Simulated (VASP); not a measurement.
## NbAl2C2: single point with PBE

The system is NbAl2C2.

```xyz
5
Lattice="2.6377 0.0000 0.0000 -1.3188 2.2843 0.0000 0.0000 0.0000 12.8588" Properties=species:S:1:pos:R:3 pbc="T T T"
Al    1.3188    0.7614   10.3215
Al    1.3188    0.7614    2.5373
Nb    0.0000    0.0000    0.0000
C     0.0000    0.0000    6.4294
C     0.0000    1.5229    6.4294
```

```json
{"Program": "VASP 6.6.1", "Task": "single point", "Functional": "PBE", "Potentials or basis": "VASP PAW PBE potentials, release 64 (Al, Nb_sv, C)", "Cutoff": "520 eV", "k mesh": "6 × 6 × 2", "Occupations": "gaussian, width 0.1 eV", "Spin": "no spin polarisation"}
```

- Pressure: 0.0 GPa

Forces on the atoms (eV/Å):
```
Al   0.000  0.000  0.003
Al   0.000  0.000 -0.003
Nb   0.000  0.000  0.000
C    0.000  0.000  0.000
C    0.000  0.000  0.000
```

Stress tensor (GPa, compression positive):
```
-0.02  0.00  0.00
 0.00 -0.02  0.00
 0.00  0.00  0.09
```

Levels at points of the mesh, in eV from the Fermi level:
```csv
k point,band 12,band 13,band 14,band 15,band 16,band 17
"(0.00, 0.00, 0.00)",-2.92,-2.34,0.47,0.47,2.93,4.42
"(0.50, 0.00, 0.00)",-2.12,-2.00,-0.20,1.54,1.79,2.70
"(0.00, 0.00, 0.50)",-2.80,-2.57,0.47,0.47,3.74,3.85
"(0.50, 0.00, 0.50)",-2.14,-2.01,-0.15,1.29,1.95,2.70
```

Wall time 32 s on 1 thread of Intel(R) Xeon(R) Platinum 8259CL CPU @ 2.50GHz (Skylake/Cascade Lake) (shared host), peak memory 0.19 GiB.

Caveat: the k points lie up to 0.46 Å⁻¹ apart.
